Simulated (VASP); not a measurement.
# SnO in VASP: single point with PBE+D3(BJ)

Aim: the single point of SnO with PBE+D3(BJ).

Everything below comes from runs of VASP 6.6.1. Logs are shortened: lines on timing, memory, paths and dates and some standing lists are left out, and cuts for length are marked.

## 1. The cell of the first run

The cell holds a slab with vacuum, 8 atoms: a = 3.821 Å, b = 3.821 Å, c = 22.228 Å, α = 90.00°, β = 90.00°, γ = 90.00°.

## 2. Single point, PBE+D3(BJ)

Contents of INCAR:

```
ALGO = Normal ; DIPOL = 0.5 0.5 0.428
EDIFF = 1E-6 ; ENCUT = 520
GGA = PE ; IDIPOL = 3
ISIF = 2 ; ISMEAR = 0
IVDW = 12 ; LASPH = True
LCHARG = False ; LDIPOL = True
LREAL = False ; LWAVE = False
NBANDS = 50 ; NELM = 100
PREC = Accurate ; SIGMA = 0.05
```

Contents of KPOINTS:

```
k-points
0
Gamma
  7 7 1
```

Contents of POSCAR:

```
SnO
1.0
    3.8205591864     -0.0000144263      0.0000000000
    0.0000145052      3.8205591864      0.0000000000
    0.0000000000      0.0000000000     22.2281054423
Sn O
4 4
Direct
    0.7499972411      0.2500027589      0.2024464033
    0.2499972411      0.7500027589      0.3088006191
    0.2499972411      0.7500027589      0.5472374941
   -0.2500027589      1.2500027589      0.6535917098
    0.2499972411      0.2500027589      0.2556235112
    0.7499972411      0.7500027589      0.2556235112
   -0.2500027589      0.7500027589      0.6004146020
    0.2499972411      1.2500027589      0.6004146020
```

Potentials or basis: VASP PAW PBE potentials, release 64 (Sn_d, O).

Started as:

```bash
$ cat potpaw_PBE.64/Sn_d/POTCAR potpaw_PBE.64/O/POTCAR > POTCAR
$ mpirun -np 1 vasp_std > vasp.out
```

OUTCAR:

```text
EDIFF = 1E-6
   ENCUT = 520
   GGA = PE
   ISIF = 2
   ISMEAR = 0
   IVDW = 12
   LASPH = True
   LREAL = False
   NELM = 100
   PREC = Accurate
 IVDW          = 12

 ion  position               nearest neighbor table
   1  0.750  0.250  0.202-   5 2.25   5 2.25   6 2.25   6 2.25   2 3.59   2 3.59   2 3.59   2 3.59

   2  0.250  0.750  0.309-   6 2.25   6 2.25   5 2.25   5 2.25   1 3.59   1 3.59   1 3.59   1 3.59

   3  0.250  0.750  0.547-   7 2.25   7 2.25   8 2.25   8 2.25   4 3.59   4 3.59   4 3.59   4 3.59

   4  0.750  0.250  0.654-   8 2.25   8 2.25   7 2.25   7 2.25   3 3.59   3 3.59   3 3.59   3 3.59

   5  0.250  0.250  0.256-   1 2.25   1 2.25   2 2.25   2 2.25
   6  0.750  0.750  0.256-   2 2.25   2 2.25   1 2.25   1 2.25
   7  0.750  0.750  0.600-   4 2.25   4 2.25   3 2.25   3 2.25
   8  0.250  0.250  0.600-   4 2.25   4 2.25   3 2.25   3 2.25

  LATTYP: Found a simple tetragonal cell.
 ALAT       =     3.8205591864
 C/A-ratio  =     5.8180241053

  Lattice vectors:

 A1 = (   3.8205591864,  -0.0000144263,   0.0000000000)
 A2 = (   0.0000145052,   3.8205591864,   0.0000000000)
 A3 = (   0.0000000000,   0.0000000000,  22.2281054423)

Analysis of symmetry for initial positions (statically):
=====================================================================
 Subroutine PRICEL returns:
 Original cell was already a primitive cell.

 Routine SETGRP: Setting up the symmetry group for a
 simple tetragonal supercell.

 Subroutine GETGRP returns: Found 16 space group operations
 (whereof  2 operations were pure point group operations)
 out of a pool of 16 trial point group operations.

The static configuration has the point symmetry C_1h.
 The point group associated with its full space group is D_4h.

Analysis of symmetry for dynamics (positions and initial velocities):
=====================================================================
 Subroutine PRICEL returns:
 Original cell was already a primitive cell.

 Routine SETGRP: Setting up the symmetry group for a
 simple tetragonal supercell.

 Subroutine GETGRP returns: Found 16 space group operations
 (whereof  2 operations were pure point group operations)
 out of a pool of 16 trial point group operations.

The dynamic configuration has the point symmetry C_1h.
 The point group associated with its full space group is D_4h.

 Subroutine INISYM returns: Found 16 space group operations
 (whereof  2 operations are pure point group operations),
 and found     1 'primitive' translations

----------------------------------------------------------------------------------------

                                     Primitive cell

  volume of cell :     324.4564

  direct lattice vectors                    reciprocal lattice vectors
     3.820559186 -0.000014426  0.000000000     0.261741790 -0.000000994  0.000000000
     0.000014505  3.820559186  0.000000000     0.000000988  0.261741790  0.000000000
     0.000000000  0.000000000 22.228105442     0.000000000  0.000000000  0.044988090

  length of vectors
     3.820559186  3.820559186 22.228105442     0.261741790  0.261741790  0.044988090

  position of ions in fractional coordinates (direct lattice)
     0.749997241  0.250002759  0.202446403
     0.249997241  0.750002759  0.308800619
     0.249997241  0.750002759  0.547237494
     0.749997241  0.250002759  0.653591710
     0.249997241  0.250002759  0.255623511
     0.749997241  0.750002759  0.255623511
     0.749997241  0.750002759  0.600414602
     0.249997241  0.250002759  0.600414602

  ion indices of the primitive-cell ions
   primitive index   ion index
                 1           1
                 2           2
                 3           3
                 4           4
                 5           5
                 6           6
                 7           7
                 8           8

----------------------------------------------------------------------------------------

 KPOINTS: k-points

Automatic generation of k-mesh.
 Grid dimensions read from file:
 generate k-points for:    7    7    1

 Generating k-lattice:

  Cartesian coordinates                     Fractional coordinates (reciprocal lattice)
     0.037391684 -0.000000142  0.000000000     0.142857143  0.000000000  0.000000000
     0.000000141  0.037391684  0.000000000     0.000000000  0.142857143  0.000000000
     0.000000000  0.000000000  0.044988090     0.000000000  0.000000000  1.000000000

  Length of vectors
     0.037391684  0.037391684  0.044988090

  Shift w.r.t. Gamma in fractional coordinates (k-lattice)
     0.000000000  0.000000000  0.000000000

 Subroutine IBZKPT returns following result:
 ===========================================

 Found     10 irreducible k-points:

 Following reciprocal coordinates:
            Coordinates               Weight
  0.000000  0.000000  0.000000      1.000000
  0.142857 -0.000000  0.000000      4.000000
  0.285714 -0.000000  0.000000      4.000000
  0.428571  0.000000  0.000000      4.000000
  0.142857  0.142857  0.000000      4.000000
  0.285714  0.142857  0.000000      8.000000
  0.428571  0.142857  0.000000      8.000000
  0.285714  0.285714  0.000000      4.000000
  0.428571  0.285714  0.000000      8.000000
  0.428571  0.428571  0.000000      4.000000
   k-points           NKPTS =     10   k-points in BZ     NKDIM =     10   number of bands    NBANDS=     50
   number of dos      NEDOS =    301   number of ions     NIONS =      8
   total plane-waves  NPLWV = 131712
   dimension x,y,z NGX =    28 NGY =   28 NGZ =  168
   dimension x,y,z NGXF=    56 NGYF=   56 NGZF=  336
   ions per type =               4   4
   NGX,Y,Z   is equivalent  to a cutoff of  12.18, 12.18, 12.56 a.u.
   NGXF,Y,Z  is equivalent  to a cutoff of  24.37, 24.37, 25.13 a.u.
 SYSTEM =  unknown system
   PREC   = accura    normal or accurate (medium, high low for compatibility)
   ISTART =      0    job   : 0-new  1-cont  2-samecut
   ICHARG =      2    charge: 1-file 2-atom 10-const
   ISPIN  =      1    spin polarized calculation?
   LNONCOLLINEAR =      F non collinear calculations
   LSORBIT =      F    spin-orbit coupling
   LASPH  =      T    aspherical Exc in radial PAW
   ENCUT  =  520.0 eV  38.22 Ry    6.18 a.u.   7.10  7.10 41.33*2*pi/ulx,y,z
   NELM   =    100;   NELMIN=  2; NELMDL= -5     # of ELM steps
   EDIFF  = 0.1E-05   stopping-criterion for ELM
   LREAL  =      F    real-space projection
   EDIFFG = 0.1E-04   stopping-criterion for IOM
   NSW    =      0    number of steps for IOM
   IBRION =     -1    ionic relax: 0-MD 1-quasi-New 2-CG
   NFREE  =      0    steps in history (QN), initial steepest desc. (CG)
   ISIF   =      2    stress and relaxation
   ISYM   =      2    0-nonsym 1-usesym 2-fastsym
   POTIM  = 0.5000    time-step for ionic-motion
   TEBEG  =    0.0;   TEEND  =   0.0 temperature during run
   PSTRESS=    0.0 pullay stress
   NELECT =      80.0000    total number of electrons
   NUPDOWN=      -1.0000    fix difference up-down
   EMIN   =  10.00;   EMAX   =-10.00  energy-range for DOS
   EFERMI =   0.00;   METHOD = LEGACY
   ISMEAR =     0;   SIGMA  =   0.05  broadening in eV -4-tet -1-fermi 0-gaus
   EFERMI_NEDOS =   21; number of points for ismear=-14 and -15
   IALGO  =     38    algorithm
   IMIX   =      4    mixing-type and parameters
     AMIX     =   0.40;   BMIX     =  1.00
     AMIX_MAG =   1.60;   BMIX_MAG =  1.00
  volume/ion in A,a.u.               =      40.56       273.69
  Fermi-wavevector in a.u.,A,eV,Ry     =   1.026564  1.939925 14.338279  1.053834
  Thomas-Fermi vector in A             =   2.160463
   LORBIT       =      0    0 simple, 1 ext, 2 COOP (PROOUT), +10 PAW based schemes
   GGA     = PE    functional components
   LHFCALC =     F    Hartree Fock is set to
   AEXX    =    0.0000 exact exchange contribution
   IVDW    =    12    specifies the selected vdW correction
   LEPSILON=     F    determine dielectric tensor
   LRPA    =     F    only Hartree local field effects (RPA)
 non-spin polarized calculation
 Gauss-broadening in eV      SIGMA  =   0.05
  energy-cutoff  :      520.00
  volume of cell :      324.46
 maximum number of plane-waves:      8769
   NGX = 15   NGY = 15   NGZ = 83

 dipolmoment           0.000000      0.000000      0.000106 electrons x Angstroem

 number of electron      79.9999970 magnetization

 dipolmoment           0.000000      0.000000     -0.000022 electrons x Angstroem

 Free energy of the ion-electron system (eV)
  ---------------------------------------------------
  ext. energy  EPLUGINS =         0.00000000
  ---------------------------------------------------
  free energy    TOTEN  =       -45.16427621 eV

  energy without entropy =      -45.16427621  energy(sigma->0) =      -45.16427621

 E-fermi :  -0.0768     XC(G=0):  -5.4201

 val. band max:       -0.3779731651   @ k =   0.1429   0.1429   0.0000
 cond. band min:       2.3711688523   @ k =   0.0000   0.0000   0.0000
 fundamental gap:      2.7491420174
 Fermi energy:        -0.0768055360

 k-point     1 :       0.0000    0.0000    0.0000
  band No.  band energies     occupation
      1     -21.0497      2.00000
      2     -21.0496      2.00000
      3     -20.6903      2.00000
      4     -20.6902      2.00000
      5     -20.6521      2.00000
      6     -20.6521      2.00000
[... 42 lines left out ...]
     49       5.1709      0.00000
     50       5.3240      0.00000

 k-point     2 :       0.1429   -0.0000    0.0000
  band No.  band energies     occupation
      1     -21.0408      2.00000
      2     -21.0407      2.00000
      3     -20.6908      2.00000
      4     -20.6907      2.00000
      5     -20.6539      2.00000
      6     -20.6538      2.00000
[... 416 lines left out ...]
 k-point    10 :       0.4286    0.4286    0.0000
  band No.  band energies     occupation
      1     -20.9905      2.00000
      2     -20.9904      2.00000
      3     -20.9765      2.00000
      4     -20.9764      2.00000
      5     -20.6571      2.00000
      6     -20.6570      2.00000
[... 42 lines left out ...]
     49       6.1012      0.00000
     50       6.2005      0.00000

------------------------ aborting loop because EDIFF is reached ----------------------------------------

 vacuum level on the upper side and lower side of the slab       (xc-potential included)        -0.256        -0.250

 Edisp (eV)   -1.16943

 E8    (eV) :    -0.5172

  FORCE on cell =-STRESS in cart. coord.  units (eV):
  Direction    XX          YY          ZZ          XY          YZ          ZX
  --------------------------------------------------------------------------------------
  -------------------------------------------------------------------------------------
  Total       0.12165     0.12165    -0.01275     0.00000    -0.00000     0.00000
  in kB       0.60073     0.60073    -0.06294     0.00000    -0.00000     0.00000
  external pressure =        0.38 kB  Pullay stress =        0.00 kB

 VOLUME and BASIS-vectors are now :
 -----------------------------------------------------------------------------
  energy-cutoff  :      520.00
  volume of cell :      324.46
      direct lattice vectors                 reciprocal lattice vectors
     3.820559186 -0.000014426  0.000000000     0.261741790 -0.000000994  0.000000000
     0.000014505  3.820559186  0.000000000     0.000000988  0.261741790  0.000000000
     0.000000000  0.000000000 22.228105442     0.000000000  0.000000000  0.044988090

 POSITION                                       TOTAL-FORCE (eV/Angst)
 -----------------------------------------------------------------------------------
      2.86541      0.95514      4.50000         0.000000     -0.000000     -0.079713
      0.95514      2.86543      6.86405        -0.000000     -0.000000      0.119079
      0.95514      2.86543     12.16405         0.000000     -0.000000     -0.119079
      2.86541      0.95514     14.52811        -0.000000      0.000000      0.079713
      0.95513      0.95515      5.68203        -0.000000     -0.000000      0.001219
      2.86542      2.86542      5.68203        -0.000000     -0.000000      0.001219
      2.86542      2.86542     13.34608         0.000000      0.000000     -0.001219
      0.95513      0.95515     13.34608        -0.000000      0.000000     -0.001219
 -----------------------------------------------------------------------------------
    total drift:                               -0.000000      0.000000     -0.001084

  FREE ENERGIE OF THE ION-ELECTRON SYSTEM (eV)
  ---------------------------------------------------
  free  energy   TOTEN  =       -46.3337106745 eV

  energy  without entropy=      -46.3337106745  energy(sigma->0) =      -46.33371067

 vacuum level on the upper side and lower side of the slab         4.721         4.731
```

Run time: 3.9 min. Hardware: 1 thread of AMD EPYC 7R13 (Zen 3), shared host; peak memory 0.36 GiB.

Results:

* Free energy: -46.3337 eV
* Largest force: 0.119 eV/Å
* Band gap on the k mesh: 2.75 eV (least direct gap 2.78 eV)
* Dispersion energy per atom: -0.146 eV

Forces in eV/Å, atoms in the order of the input:
```
Sn   0.000  0.000 -0.080
Sn   0.000  0.000  0.119
Sn   0.000  0.000 -0.119
Sn   0.000  0.000  0.080
O    0.000  0.000  0.001
O    0.000  0.000  0.001
O    0.000  0.000 -0.001
O    0.000  0.000 -0.001
```

Caveat: spin-orbit coupling is left out, which moves the levels of the heavy elements.
